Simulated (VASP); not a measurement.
GaP: single point with LDA

Crystal: GaP.

```xyz
2
Lattice="0.0000 2.6957 2.6957 2.6957 0.0000 2.6957 2.6957 2.6957 0.0000" Properties=species:S:1:pos:R:3 pbc="T T T"
Ga    0.0000    0.0000    0.0000
P     1.3478    1.3478    1.3478
```

```yaml
Program: VASP 6.6.1
Task: single point
Functional: LDA
Potentials_or_basis: VASP PAW LDA potentials, release 64 (Ga_d, P)
Cutoff: 520 eV
k_mesh: 10 × 10 × 10
Occupations: gaussian, width 0.01 eV
Spin: no spin polarisation
```

```
Pressure               : 0.1 GPa
Band gap on the k mesh : 1.40 eV, indirect (least direct gap 1.91 eV)
```

Levels at points of the mesh, in eV from the valence-band top:
```
           k point  band 5  band 6  band 7  band 8  band 9  band 10  band 11  band 12  band 13  band 14
(0.00, 0.00, 0.00)  -14.66  -12.76    0.00    0.00    0.00     1.91     3.78     3.78     3.78     8.64
(0.50, 0.00, 0.00)  -14.65  -10.57   -6.90   -1.18   -1.18     1.62     4.62     4.62     8.11    10.88
(0.50, 0.50, 0.00)  -14.63   -9.60   -6.99   -2.82   -2.82     1.43     1.65    10.70    10.70    11.27
```

It took 28 s on 1 thread of Intel Xeon 8259CL, with other jobs on the host, peak memory 0.16 GiB.

A k mesh can miss the band edges.
